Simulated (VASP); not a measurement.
# In (I4/mmm) in VASP: relaxation of cell and atoms with PBE

Aim: the relaxation of cell and atoms of In with PBE.

Everything below comes from runs of VASP 6.6.1. Logs are shortened: lines on timing, memory, paths and dates and some standing lists are left out, and cuts for length are marked.

## 1. The cell of the first run

The structure is tetragonal, space group I4/mmm (No. 139). Conventional cell: a = 3.389 Å, b = 3.389 Å, c = 4.595 Å, α = 90.00°, β = 90.00°, γ = 90.00°. In (site symmetry 4/mmm) has 12 In at 3.32 to 3.39 Å within 4.4 Å.

## 2. Relaxation of cell and atoms, PBE

INCAR reads:

```
SYSTEM = In
PREC = Accurate
ENCUT = 600
EDIFF = 1E-7
ISMEAR = 0
SIGMA = 0.1
LREAL = .FALSE.
LASPH = .TRUE.
NELM = 80
ALGO = Fast
ISIF = 3
LWAVE = .FALSE.
LCHARG = .FALSE.
GGA = PE
IBRION = 2
NSW = 100
EDIFFG = -0.002
```

KPOINTS reads:

```
regular mesh
0
G
  18 18 18
  0 0 0
```

POSCAR reads:

```
In
1.0
   -1.6947072700      1.6947072700      2.2973723900
    1.6947072700     -1.6947072700      2.2973723900
    1.6947072700      1.6947072700     -2.2973723900
In
1
Direct
    0.0000000000      0.0000000000      0.0000000000
```

Potentials or basis: VASP PAW PBE potentials, release 64 (In_d).

Command:

```bash
cat potpaw_PBE.64/In_d/POTCAR > POTCAR
mpirun -np 1 vasp_std > vasp.out
```

OUTCAR:

```text
SYSTEM = In
   PREC = Accurate
   ENCUT = 600
   EDIFF = 1E-7
   ISMEAR = 0
   LREAL = .FALSE.
   LASPH = .TRUE.
   NELM = 80
   ISIF = 3
   GGA = PE
   IBRION = 2
   NSW = 100
   EDIFFG = -0.002

 ion  position               nearest neighbor table
   1  0.000  0.000  0.000-

  LATTYP: Found a body centered tetragonal cell.
 ALAT       =     3.3894145400
 C/A-ratio  =     1.3556160587

  Lattice vectors:

 A1 = (  -1.6947072700,   1.6947072700,   2.2973723900)
 A2 = (   1.6947072700,  -1.6947072700,   2.2973723900)
 A3 = (   1.6947072700,   1.6947072700,  -2.2973723900)

Analysis of symmetry for initial positions (statically):
=====================================================================
 Subroutine PRICEL returns:
 Original cell was already a primitive cell.

 Routine SETGRP: Setting up the symmetry group for a
 body centered tetragonal supercell.

 Subroutine GETGRP returns: Found 16 space group operations
 (whereof 16 operations were pure point group operations)
 out of a pool of 16 trial point group operations.

The static configuration has the point symmetry D_4h.

Analysis of symmetry for dynamics (positions and initial velocities):
=====================================================================
 Subroutine PRICEL returns:
 Original cell was already a primitive cell.

 Routine SETGRP: Setting up the symmetry group for a
 body centered tetragonal supercell.

 Subroutine GETGRP returns: Found 16 space group operations
 (whereof 16 operations were pure point group operations)
 out of a pool of 16 trial point group operations.

The dynamic configuration has the point symmetry D_4h.

 Subroutine INISYM returns: Found 16 space group operations
 (whereof 16 operations are pure point group operations),
 and found     1 'primitive' translations

----------------------------------------------------------------------------------------

                                     Primitive cell

  volume of cell :      26.3925

  direct lattice vectors                    reciprocal lattice vectors
    -1.694707270  1.694707270  2.297372390     0.000000000  0.295036204  0.217639945
     1.694707270 -1.694707270  2.297372390     0.295036204  0.000000000  0.217639945
     1.694707270  1.694707270 -2.297372390     0.295036204  0.295036204  0.000000000

  length of vectors
     3.319937554  3.319937554  3.319937554     0.366624477  0.366624477  0.417244201

  position of ions in fractional coordinates (direct lattice)
     0.000000000  0.000000000  0.000000000

  ion indices of the primitive-cell ions
   primitive index   ion index
                 1           1

----------------------------------------------------------------------------------------

 KPOINTS: regular mesh

Automatic generation of k-mesh.
 Grid dimensions read from file:
 generate k-points for:   18   18   18

 Generating k-lattice:

  Cartesian coordinates                     Fractional coordinates (reciprocal lattice)
     0.000000000  0.016390900  0.012091108     0.055555556 -0.000000000  0.000000000
     0.016390900  0.000000000  0.012091108    -0.000000000  0.055555556  0.000000000
     0.016390900  0.016390900  0.000000000     0.000000000  0.000000000  0.055555556

  Length of vectors
     0.020368027  0.020368027  0.023180233

  Shift w.r.t. Gamma in fractional coordinates (k-lattice)
     0.000000000  0.000000000  0.000000000

 Subroutine IBZKPT returns following result:
 ===========================================

 Found    480 irreducible k-points:

 Following reciprocal coordinates:
            Coordinates               Weight
  0.000000  0.000000  0.000000      1.000000
  0.055556  0.000000  0.000000      8.000000
  0.111111  0.000000  0.000000      8.000000
  0.166667  0.000000  0.000000      8.000000
  0.222222  0.000000 -0.000000      8.000000
  0.277778  0.000000  0.000000      8.000000
[... 16 lines left out ...]
 -0.277778  0.055556  0.000000     16.000000
 -0.222222  0.055556  0.000000     16.000000
 [... further k-points ...]
   k-points           NKPTS =    480   k-points in BZ     NKDIM =    480   number of bands    NBANDS=     10
   number of dos      NEDOS =    301   number of ions     NIONS =      1
   total plane-waves  NPLWV =  21952
   dimension x,y,z NGX =    28 NGY =   28 NGZ =   28
   dimension x,y,z NGXF=    56 NGYF=   56 NGZF=   56
   ions per type =               1
   NGX,Y,Z   is equivalent  to a cutoff of  14.02, 14.02, 14.02 a.u.
   NGXF,Y,Z  is equivalent  to a cutoff of  28.04, 28.04, 28.04 a.u.
 SYSTEM =  In
   PREC   = accura    normal or accurate (medium, high low for compatibility)
   ISTART =      0    job   : 0-new  1-cont  2-samecut
   ICHARG =      2    charge: 1-file 2-atom 10-const
   ISPIN  =      1    spin polarized calculation?
   LNONCOLLINEAR =      F non collinear calculations
   LSORBIT =      F    spin-orbit coupling
   LASPH  =      T    aspherical Exc in radial PAW
   ENCUT  =  600.0 eV  44.10 Ry    6.64 a.u.   6.63  6.63  6.63*2*pi/ulx,y,z
   NELM   =     80;   NELMIN=  2; NELMDL= -5     # of ELM steps
   EDIFF  = 0.1E-06   stopping-criterion for ELM
   LREAL  =      F    real-space projection
   EDIFFG = -.2E-02   stopping-criterion for IOM
   NSW    =    100    number of steps for IOM
   IBRION =      2    ionic relax: 0-MD 1-quasi-New 2-CG
   NFREE  =      1    steps in history (QN), initial steepest desc. (CG)
   ISIF   =      3    stress and relaxation
   ISYM   =      2    0-nonsym 1-usesym 2-fastsym
   POTIM  = 0.5000    time-step for ionic-motion
   TEBEG  =    0.0;   TEEND  =   0.0 temperature during run
   PSTRESS=    0.0 pullay stress
   NELECT =      13.0000    total number of electrons
   NUPDOWN=      -1.0000    fix difference up-down
   EMIN   =  10.00;   EMAX   =-10.00  energy-range for DOS
   EFERMI =   0.00;   METHOD = LEGACY
   ISMEAR =     0;   SIGMA  =   0.10  broadening in eV -4-tet -1-fermi 0-gaus
   EFERMI_NEDOS =   21; number of points for ismear=-14 and -15
   IALGO  =     68    algorithm
   IMIX   =      4    mixing-type and parameters
     AMIX     =   0.40;   BMIX     =  1.00
     AMIX_MAG =   1.60;   BMIX_MAG =  1.00
  volume/ion in A,a.u.               =      26.39       178.11
  Fermi-wavevector in a.u.,A,eV,Ry     =   1.292892  2.443212 22.743098  1.671571
  Thomas-Fermi vector in A             =   2.424572
   LORBIT       =      0    0 simple, 1 ext, 2 COOP (PROOUT), +10 PAW based schemes
   GGA     = PE    functional components
   LHFCALC =     F    Hartree Fock is set to
   AEXX    =    0.0000 exact exchange contribution
   IVDW    =     0    specifies the selected vdW correction
   LEPSILON=     F    determine dielectric tensor
   LRPA    =     F    only Hartree local field effects (RPA)
 conjugate gradient relaxation of ions
 non-spin polarized calculation
 RMM-DIIS sequential band-by-band and
 Gauss-broadening in eV      SIGMA  =   0.10
  energy-cutoff  :      600.00
  volume of cell :       26.39
 maximum number of plane-waves:       909
   NGX = 13   NGY = 13   NGZ = 13

--------------------------------------- Ionic step        1  -------------------------------------------

 number of electron      13.0000005 magnetization

 Free energy of the ion-electron system (eV)
  ---------------------------------------------------
  ext. energy  EPLUGINS =         0.00000000
  ---------------------------------------------------
  free energy    TOTEN  =        -2.55552295 eV

  energy without entropy =       -2.55348473  energy(sigma->0) =       -2.55450384

------------------------ aborting loop because EDIFF is reached ----------------------------------------

  FORCE on cell =-STRESS in cart. coord.  units (eV):
  Direction    XX          YY          ZZ          XY          YZ          ZX
  --------------------------------------------------------------------------------------
  -------------------------------------------------------------------------------------
  Total        0.2288100      0.2288100      0.3055942      0.0000000      0.0000000      0.0000000
  in kB       13.8900827     13.8900827     18.5513250      0.0000000      0.0000000      0.0000000
  external PRESSURE =      15.4438301 kB  Pullay stress =       0.0000000 kB
[... 86 lines left out ...]
  FREE ENERGIE OF THE ION-ELECTRON SYSTEM (eV)
  ---------------------------------------------------
  free  energy   TOTEN  =        -2.5608949551 eV

  energy  without entropy=       -2.5588625122  energy(sigma->0) =       -2.55987873

 E-fermi :   6.9272     XC(G=0):  -9.9996

 val. band max:        6.9160844713   @ k =   0.2222   0.2222   0.2222
 cond. band min:       6.9282424830   @ k =  -0.4444   0.4444   0.2778
 fundamental gap:      0.0121580116
 Fermi energy:         6.9272017344

 k-point     1 :       0.0000    0.0000    0.0000
  band No.  band energies     occupation
      1      -7.6697      2.00000
      2      -7.6524      2.00000
      3      -7.6524      2.00000
      4      -7.5203      2.00000
      5      -7.5016      2.00000
      6      -2.2546      2.00000
      7      17.0047      0.00000
      8      17.0047      0.00000
      9      17.0404      0.00000
     10      18.3300      0.00000
[... 287 lines left out ...]
 k-point    24 :      -0.2222    0.0556    0.0000
  band No.  band energies     occupation
      1      -7.6726      2.00000
      2      -7.6227      2.00000
      3      -7.6103      2.00000
      4      -7.5149      2.00000
      5      -7.4819      2.00000
      6      -1.3144      2.00000
      7      11.4194      0.00000
      8      15.1515      0.00000
      9      16.0621      0.00000
     10      18.2152      0.00000

 [... further k-points ...]

[... ionic steps 4 to 17 ...]

--------------------------------------- Ionic step       18  -------------------------------------------

 number of electron      12.9999997 magnetization

------------------------ aborting loop because EDIFF is reached ----------------------------------------

  FORCE on cell =-STRESS in cart. coord.  units (eV):
  Direction    XX          YY          ZZ          XY          YZ          ZX
  --------------------------------------------------------------------------------------
  -------------------------------------------------------------------------------------
  Total       -0.0029392     -0.0029392      0.0000396      0.0000000     -0.0000000      0.0000000
  in kB       -0.1712830     -0.1712830      0.0023079      0.0000000     -0.0000000      0.0000000
  external PRESSURE =      -0.1134194 kB  Pullay stress =       0.0000000 kB
[... 55 lines left out ...]
  energy  without entropy=       -2.5598067753  energy(sigma->0) =       -2.56097500

--------------------------------------- Ionic step       20  -------------------------------------------

 number of electron      12.9999997 magnetization

 Free energy of the ion-electron system (eV)
  ---------------------------------------------------
  ext. energy  EPLUGINS =         0.00000000
  ---------------------------------------------------
  free energy    TOTEN  =        -2.56214432 eV

  energy without entropy =       -2.55980745  energy(sigma->0) =       -2.56097589

 E-fermi :   6.9767     XC(G=0): -10.0226

 val. band max:        6.9741639498   @ k =  -0.3333  -0.4444   0.2222
 cond. band min:       6.9822198767   @ k =   0.4444   0.2222   0.1111
 fundamental gap:      0.0080559269
 Fermi energy:         6.9767497365

 k-point     1 :       0.0000    0.0000    0.0000
  band No.  band energies     occupation
      1      -7.6098      2.00000
      2      -7.6098      2.00000
      3      -7.6072      2.00000
      4      -7.4612      2.00000
      5      -7.4580      2.00000
      6      -2.2337      2.00000
      7      17.1091      0.00000
      8      17.1149      0.00000
      9      17.1149      0.00000
     10      18.3919      0.00000
[... 287 lines left out ...]
 k-point    24 :      -0.2222    0.0556    0.0000
  band No.  band energies     occupation
      1      -7.6262      2.00000
      2      -7.5688      2.00000
      3      -7.5626      2.00000
      4      -7.4660      2.00000
      5      -7.4280      2.00000
      6      -1.2938      2.00000
      7      11.5034      0.00000
      8      15.2760      0.00000
      9      16.1516      0.00000
     10      18.2415      0.00000

 [... further k-points ...]
[... 5 lines left out ...]
  --------------------------------------------------------------------------------------
  -------------------------------------------------------------------------------------
  Total       -0.0014548     -0.0014548      0.0015079      0.0000000      0.0000000      0.0000000
  in kB       -0.0848266     -0.0848266      0.0879254      0.0000000      0.0000000      0.0000000
  external PRESSURE =      -0.0272426 kB  Pullay stress =       0.0000000 kB
[... 16 lines left out ...]
  FREE ENERGIE OF THE ION-ELECTRON SYSTEM (eV)
  ---------------------------------------------------
  free  energy   TOTEN  =        -2.5621443206 eV

  energy  without entropy=       -2.5598074507  energy(sigma->0) =       -2.56097589

 reached required accuracy - stopping structural energy minimisation
```

It took 12 min on 1 thread of Intel Xeon 6975P-C (Granite Rapids), shared host; peak memory 0.32 GiB.

What came out:

```yaml
Free_energy: -2.5621 eV
Relaxed_volume: 27.48 Å³/atom
Relaxed_cell: a = 3.386 Å, b = 3.386 Å, c = 3.386 Å, α = 119.92°, β = 119.92°, γ = 90.14°
Space_group_after_relaxing_to_0.1_Å: Fm-3m (No. 225)
Energy_gained_by_relaxing: 6.6 meV/atom
Ionic_steps: 20
Pressure_after_relaxing: 0.0 GPa
Band_gap_on_the_k_mesh: zero (an odd number of electrons rules out a gap without spin polarisation)
```

The path:
```csv
step,energy change (eV),largest force (eV/Å),pressure (GPa),volume (Å³)
1,0.0000,0.0000,1.54,26.39
2,-0.0053,0.0000,0.09,27.38
3,-0.0054,0.0000,-0.01,27.46
4,-0.0054,0.0000,-0.02,27.48
5,-0.0054,0.0000,-0.09,27.52
6,-0.0057,0.0000,-0.08,27.53
7,-0.0064,0.0000,-0.12,27.56
8,-0.0063,0.0000,-0.17,27.61
9,-0.0066,0.0000,-0.06,27.58
10,-0.0066,0.0000,-0.14,27.59
11,-0.0066,0.0000,0.15,27.38
12,-0.0066,0.0000,-0.03,27.48
13,-0.0066,0.0000,0.04,27.46
14,-0.0066,0.0000,0.02,27.47
15,-0.0066,0.0000,0.01,27.47
16,-0.0066,0.0000,0.00,27.49
17,-0.0066,0.0000,-0.03,27.50
18,-0.0066,0.0000,-0.01,27.49
19,-0.0066,0.0000,-0.01,27.49
20,-0.0066,0.0000,0.00,27.48
```

Final structure:
```yaml
crystal:
  lattice:
    - [-1.69491, 1.69491, 2.39121]
    - [1.69491, -1.69491, 2.39121]
    - [1.69491, 1.69491, -2.39121]
  atoms:
    - { symbol: In, position: [0.00000, 0.00000, 0.00000] }
```

Caveat: spin-orbit coupling is left out, which moves the levels of the heavy elements.
